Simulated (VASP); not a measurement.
The system is SiGe4W.

```
CELL_PARAMETERS angstrom
3.41252 0.00000 0.00000
-1.70626 2.95533 0.00000
0.00000 0.00000 11.75158
ATOMIC_POSITIONS crystal
Si 0.00000 0.00000 0.50000
Ge 0.66667 0.33333 0.88976
Ge 0.66667 0.33333 0.37664
Ge 0.33333 0.66667 0.62336
Ge 0.33333 0.66667 0.11024
W 0.00000 0.00000 0.00000
```

The cell was generated, and may not be a known phase.

```yaml
Program: VASP 6.6.1
Task: relaxation of cell and atoms
Functional: PBE
Potentials_or_basis: VASP PAW PBE potentials, release 64 (Si, Ge_d, W_sv)
Cutoff: 600 eV
k_mesh: 6 × 6 × 2
Occupations: gaussian, width 0.1 eV
Spin: no spin polarisation
```

At the start: pressure 19.0 GPa; volume 19.75 Å³/atom.

Question: Where does the relaxation end?

Answer: Over 19 steps the energy falls by 500.4 meV/atom and the volume is 17.78 Å³/atom (-10.0 %); space group P-3m1 (No. 164, to 0.1 Å) before and after.

The path:
| step | energy change (eV) | largest force (eV/Å) | pressure (GPa) | volume (Å³) |
| --- | --- | --- | --- | --- |
| 1 | 0.0000 | 4.7699 | 18.95 | 118.52 |
| 2 | -0.1317 | 1.0046 | -12.10 | 163.28 |
| 3 | -1.4842 | 1.0320 | -2.68 | 138.24 |
| 4 | -1.4876 | 1.1377 | -2.08 | 137.36 |
| 5 | -1.4876 | 1.1864 | -1.81 | 136.96 |
| 6 | -1.6676 | 1.2360 | -1.83 | 133.47 |
| 7 | -2.1642 | 1.0264 | -1.19 | 123.32 |
| 8 | -2.3295 | 2.1415 | 4.75 | 104.55 |
| 9 | -2.4469 | 1.6663 | 1.01 | 112.82 |
| 10 | -2.5956 | 1.3476 | -0.29 | 111.44 |
| 11 | -2.7480 | 0.7432 | -1.85 | 108.31 |
| 12 | -2.8933 | 0.7062 | 0.53 | 104.92 |
| 13 | -2.9081 | 0.7198 | 1.50 | 103.72 |
| 14 | -2.9644 | 0.5220 | 0.31 | 105.45 |
| 15 | -2.9907 | 0.2778 | -1.11 | 107.66 |
| 16 | -2.9993 | 0.1190 | 0.45 | 106.36 |
| 17 | -2.9996 | 0.1156 | 0.24 | 106.53 |
| 18 | -3.0020 | 0.0517 | 0.15 | 106.63 |
| 19 | -3.0024 | 0.0160 | -0.14 | 106.69 |

Final structure:
```
Si Ge W
1.0
     3.35180    0.00000    0.00000
    -1.67590    2.90274    0.00000
     0.00000    0.00000   10.96555
Si Ge W
1 4 1
Direct
  0.00000 0.00000 0.50000
  0.66667 0.33333 0.83687
  0.66667 0.33333 0.35112
  0.33333 0.66667 0.64888
  0.33333 0.66667 0.16313
  0.00000 0.00000 0.00000
```
